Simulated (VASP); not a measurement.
Input of a VASP 6.6.1 run:

The input INCAR:

```
  PREC = Accurate
  ENCUT = 520
  EDIFF = 1E-6
  ISMEAR = 0
  SIGMA = 0.1
  LREAL = False
  LASPH = True
  NELM = 60
  ALGO = Normal
  ISIF = 2
  LWAVE = False
  LCHARG = False
  GGA = PE
  NBANDS = 34
```

KPOINTS

```
Automatic mesh
0
Gamma
  6 6 4
```

File POSCAR:

```
Ti2NbC3
1.0
    5.2023383314      0.0000000000      0.0000000000
   -2.6011691657      4.5053571540      0.0000000000
    0.0000000000      0.0000000000      2.9470628448
Ti Nb C
2 1 3
Direct
    0.6666666667      0.3333333333      0.0000000000
    0.3333333333      0.6666666667      0.0000000000
    0.0000000000      0.0000000000      0.0000000000
    0.5000000000      0.0000000000      0.5000000000
    0.5000000000      0.5000000000      0.5000000000
    0.0000000000      0.5000000000      0.5000000000
```

Potentials or basis: VASP PAW PBE potentials, release 64 (Ti_sv, Nb_sv, C).

Run with:

```console
$ cat potpaw_PBE.64/Ti_sv/POTCAR potpaw_PBE.64/Nb_sv/POTCAR potpaw_PBE.64/C/POTCAR > POTCAR
$ mpirun -np 1 vasp_std > vasp.out
```

What does it give for the pressure?

0.1 GPa.

Stress tensor (GPa, compression positive):
```
0.07 0.00 0.00
0.00 0.07 0.00
0.00 0.00 0.19
```

Caveat: the k points lie up to 0.53 Å⁻¹ apart.
